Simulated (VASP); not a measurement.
# TiAl3 (I4/mmm) in VASP: notebook, part 2 of 2

VASP 6.6.1. Earlier steps stand in the parts before.

## 3. Single point, r2SCAN (strain along c alone, the other axes held: +1.0 %)

Contents of POSCAR:

```
TiAl3
1.0
    3.8240007107      0.0000000000      0.0000000000
    0.0000000000      3.8240007107      0.0000000000
    0.0000000000      0.0000000000      8.6494683761
Ti Al
2 6
Direct
    0.0000000000      0.0000000000      0.0000000000
    0.5000000000      0.5000000000      0.5000000000
    0.5000000000      0.5000000000      0.0000000000
    0.0000000000      0.5000000000      0.2500000000
    0.5000000000      0.0000000000      0.2500000000
    0.0000000000      0.0000000000      0.5000000000
    0.5000000000      0.0000000000      0.7500000000
    0.0000000000      0.5000000000      0.7500000000
```

Contents of INCAR.step1:

```
SYSTEM = TiAl3
ALGO = Normal
EDIFF = 1E-4
ENCUT = 520
GGA = PE
ISMEAR = 0
LASPH = .True.
LCHARG = .False.
LREAL = .False.
LWAVE = .True.
NBANDS = 31
NELM = 100
PREC = Accurate
SIGMA = 0.1
```

Contents of INCAR.step2:

```
SYSTEM = TiAl3
ALGO = Normal
EDIFF = 1E-6
ENCUT = 520
ISIF = 2
ISMEAR = 0
ISTART = 1
LASPH = .True.
LCHARG = .False.
LMIXTAU = .True.
LREAL = .False.
LWAVE = .False.
METAGGA = R2SCAN
NBANDS = 31
NELM = 100
PREC = Accurate
SIGMA = 0.1
```

Contents of KPOINTS:

```
k-points
0
Gamma
  10 10 4
  0 0 0
```

Potentials or basis: VASP PAW PBE potentials, release 64 (Ti_sv, Al).

Run with:

```console
> cat potpaw_PBE.64/Ti_sv/POTCAR potpaw_PBE.64/Al/POTCAR > POTCAR
> cp INCAR.step1 INCAR
> mpirun -np 1 vasp_std > vasp.out
> cp INCAR.step2 INCAR
> mpirun -np 1 vasp_std > vasp.out
```

OUTCAR:

```text
SYSTEM = TiAl3
   EDIFF = 1E-6
   ENCUT = 520
   ISIF = 2
   ISMEAR = 0
   ISTART = 1
   LASPH = .True.
   LREAL = .False.
   METAGGA = R2SCAN
   NELM = 100
   PREC = Accurate

 ion  position               nearest neighbor table
   1  0.000  0.000  0.000-   3 2.70   3 2.70   3 2.70   3 2.70   8 2.89   4 2.89   4 2.89   8 2.89
                             5 2.89   5 2.89   7 2.89   7 2.89
   2  0.500  0.500  0.500-   6 2.70   6 2.70   6 2.70   6 2.70   8 2.89   5 2.89   5 2.89   7 2.89
                             4 2.89   4 2.89   8 2.89   7 2.89
   3  0.500  0.500  0.000-   1 2.70   1 2.70   1 2.70   1 2.70   8 2.89   4 2.89   5 2.89   7 2.89
                             5 2.89   4 2.89   8 2.89   7 2.89
   4  0.000  0.500  0.250-   5 2.70   5 2.70   5 2.70   5 2.70   6 2.89   1 2.89   2 2.89   6 2.89
                             2 2.89   3 2.89   3 2.89   1 2.89
   5  0.500  0.000  0.250-   4 2.70   4 2.70   4 2.70   4 2.70   6 2.89   2 2.89   3 2.89   2 2.89
                             1 2.89   3 2.89   6 2.89   1 2.89
   6  0.000  0.000  0.500-   2 2.70   2 2.70   2 2.70   2 2.70   8 2.89   4 2.89   4 2.89   8 2.89
                             5 2.89   5 2.89   7 2.89   7 2.89
   7  0.500  0.000  0.750-   8 2.70   8 2.70   8 2.70   8 2.70   1 2.89   2 2.89   3 2.89   2 2.89
                             1 2.89   6 2.89   3 2.89   6 2.89
   8  0.000  0.500  0.750-   7 2.70   7 2.70   7 2.70   7 2.70   1 2.89   1 2.89   6 2.89   2 2.89
                             2 2.89   3 2.89   3 2.89   6 2.89

  LATTYP: Found a simple tetragonal cell.
 ALAT       =     3.8240007107
 C/A-ratio  =     2.2618898453

  Lattice vectors:

 A1 = (   3.8240007107,   0.0000000000,   0.0000000000)
 A2 = (   0.0000000000,   3.8240007107,   0.0000000000)
 A3 = (   0.0000000000,   0.0000000000,   8.6494683761)

Analysis of symmetry for initial positions (statically):
=====================================================================
 Subroutine PRICEL returns following result:

  LATTYP: Found a body centered tetragonal cell.
 ALAT       =     3.8240007107
 C/A-ratio  =     2.2618898453

  Lattice vectors:

[... 168 lines left out ...]
   LHFCALC =     F    Hartree Fock is set to
   AEXX    =    0.0000 exact exchange contribution
   IVDW    =     0    specifies the selected vdW correction
   LEPSILON=     F    determine dielectric tensor
   LRPA    =     F    only Hartree local field effects (RPA)
 non-spin polarized calculation
 Gauss-broadening in eV      SIGMA  =   0.10
  energy-cutoff  :      520.00
  volume of cell :      126.48
 maximum number of plane-waves:      3430
   NGX = 15   NGY = 15   NGZ = 33

 number of electron      42.0000014 magnetization

 Free energy of the ion-electron system (eV)
  ---------------------------------------------------
  ext. energy  EPLUGINS =         0.00000000
  ---------------------------------------------------
  free energy    TOTEN  =       -69.81112620 eV

  energy without entropy =      -69.79555486  energy(sigma->0) =      -69.80334053

 E-fermi :   8.2491     XC(G=0): -11.5103

 val. band max:        8.2461356010   @ k =   0.2000   0.2000   0.0000
 cond. band min:       8.2510049724   @ k =   0.1000   0.1000   0.0000
 fundamental gap:      0.0048693714
 Fermi energy:         8.2490721523

 k-point     1 :       0.0000    0.0000    0.0000
  band No.  band energies     occupation
      1     -50.5909      2.00000
      2     -50.5908      2.00000
      3     -25.8591      2.00000
      4     -25.8591      2.00000
      5     -25.8588      2.00000
      6     -25.8588      2.00000
[... 805 lines left out ...]
     30      12.2709      0.00000
     31      12.6999      0.00000

 [... further k-points ...]

------------------------ aborting loop because EDIFF is reached ----------------------------------------

  FORCE on cell =-STRESS in cart. coord.  units (eV):
  Direction    XX          YY          ZZ          XY          YZ          ZX
  --------------------------------------------------------------------------------------
  -------------------------------------------------------------------------------------
  Total       -0.4461933     -0.4461933     -1.8499829      0.0000000      0.0000000     -0.0000000
  in kB       -5.6520795     -5.6520795    -23.4343517      0.0000000      0.0000000     -0.0000000
  external PRESSURE =     -11.5795036 kB  Pullay stress =       0.0000000 kB

 VOLUME and BASIS-vectors are now :
 -----------------------------------------------------------------------------
  energy-cutoff  :      520.00
  volume of cell :      126.48
      direct lattice vectors                 reciprocal lattice vectors
     3.824000711  0.000000000  0.000000000     0.261506228  0.000000000  0.000000000
     0.000000000  3.824000711  0.000000000     0.000000000  0.261506228  0.000000000
     0.000000000  0.000000000  8.649468376     0.000000000  0.000000000  0.115614042

 POSITION                                       TOTAL-FORCE (eV/Angst)
 -----------------------------------------------------------------------------------
      0.00000      0.00000      0.00000         0.000000     -0.000000      0.000000
      1.91200      1.91200      4.32473         0.000000     -0.000000     -0.000000
      1.91200      1.91200      0.00000        -0.000000     -0.000000      0.000000
      0.00000      1.91200      2.16237         0.000000      0.000000     -0.000000
      1.91200      0.00000      2.16237         0.000000     -0.000000      0.000000
      0.00000      0.00000      4.32473         0.000000     -0.000000      0.000000
      1.91200      0.00000      6.48710         0.000000      0.000000      0.000000
      0.00000      1.91200      6.48710        -0.000000      0.000000      0.000000
 -----------------------------------------------------------------------------------
    total drift:                                0.000000      0.000000      0.000000

  FREE ENERGIE OF THE ION-ELECTRON SYSTEM (eV)
  ---------------------------------------------------
  free  energy   TOTEN  =       -69.8111262039 eV

  energy  without entropy=      -69.7955548633  energy(sigma->0) =      -69.80334053
```

Wall time 6.2 min (1 thread of AMD EPYC 9R45 (Zen 5), shared host); peak memory 0.33 GiB.

What came out:

- Free energy: -69.8111 eV
- Pressure: -1.2 GPa
- Band gap on the k mesh: zero (bands 21 and 22 overlap by 2.29 eV)

Caveat: the cell differs from its parent crystal (strain along c alone, the other axes held: +1.0 %); the PAW data sets were made with another functional, which shifts forces and pressure a little.

## 4. Single point, r2SCAN (strain along c alone, the other axes held: +2.0 %)

Edit POSCAR of step 3 so:

```diff
@@ -4,3 +4,3 @@
     0.0000000000      3.8240007107      0.0000000000
-    0.0000000000      0.0000000000      8.6494683761
+    0.0000000000      0.0000000000      8.7351066769
 Ti Al
```

Contents of INCAR.step1:

```
PREC = Accurate
ENCUT = 520
ISMEAR = 0
SIGMA = 0.1
LREAL = F
LASPH = T
NELM = 60
NBANDS = 31
GGA = PE
ALGO = Normal
EDIFF = 1E-4
LWAVE = T
LCHARG = F
```

Contents of INCAR.step2:

```
PREC = Accurate
ENCUT = 520
EDIFF = 1E-6
ISMEAR = 0
SIGMA = 0.1
LREAL = F
LASPH = T
NELM = 60
ALGO = Normal
ISIF = 2
LWAVE = F
LCHARG = F
METAGGA = R2SCAN
LMIXTAU = T
NBANDS = 31
ISTART = 1
```

Contents of KPOINTS:

```
Automatic mesh
0
Gamma
  10 10 4
```

Run with:

```console
> cat potpaw_PBE.64/Ti_sv/POTCAR potpaw_PBE.64/Al/POTCAR > POTCAR
> cp INCAR.step1 INCAR
> mpirun -np 1 vasp_std > vasp.out
> cp INCAR.step2 INCAR
> mpirun -np 1 vasp_std > vasp.out
```

Wall time 7.5 min (1 thread of AMD EPYC 9R45 (Zen 5), shared host); peak memory 0.34 GiB.

The run converged. Its results:

```yaml
Free_energy: -69.7836 eV
Pressure: -2.2 GPa
Band_gap_on_the_k_mesh: zero (bands 21 and 22 overlap by 2.31 eV)
```

Stress tensor (GPa, compression positive):
```
-0.96  0.00  0.00
 0.00 -0.96  0.00
 0.00  0.00 -4.58
```

Levels at points of the mesh, in eV from the Fermi level:
```
           k point  band 19  band 20  band 21  band 22  band 23  band 24
(0.00, 0.00, 0.00)    -0.95    -0.28     0.79     0.79     0.86     0.97
(0.50, 0.00, 0.00)    -1.04    -1.04     0.35     0.35     2.05     2.05
(0.50, 0.50, 0.00)    -2.38    -2.38    -1.08    -1.08     1.93     1.93
(0.00, 0.00, 0.50)    -0.38    -0.38     0.92     0.92     1.26     1.26
(0.50, 0.00, 0.50)    -0.31    -0.31     0.60     0.60     2.06     2.06
(0.50, 0.50, 0.50)    -1.99    -1.99    -1.39    -1.39     0.80     0.80
```

Caveat: the cell differs from its parent crystal (strain along c alone, the other axes held: +2.0 %); the PAW data sets were made with another functional, which shifts forces and pressure a little.

## 5. The runs side by side

| cell | k mesh | cutoff (eV) | gap on the mesh (eV) | pressure (GPa) |
| --- | --- | --- | --- | --- |
| a = 5.114 Å, angles 135.6, 135.6, 64.5°, 4 atoms, atomic positions A | 16 × 16 × 16 | 550 | none | -3.3 |
| a = 3.824, b = 3.824, c = 8.649 Å, 8 atoms, atomic positions B | 10 × 10 × 4 | 520 | none | -1.2 |
| a = 3.824, b = 3.824, c = 8.735 Å, 8 atoms, atomic positions B | 10 × 10 × 4 | 520 | none | -2.2 |

Alike in all rows: task single point; level r2SCAN; potentials or basis VASP PAW PBE potentials, release 64 (Ti_sv, Al); no spin polarisation; smearing gaussian 0.1 eV.

Caveats: the PAW data sets were made with another functional, which shifts forces and pressure a little; the cell stands under tension (at least some runs).

Absolute energies hang on the potentials; compare differences alone.
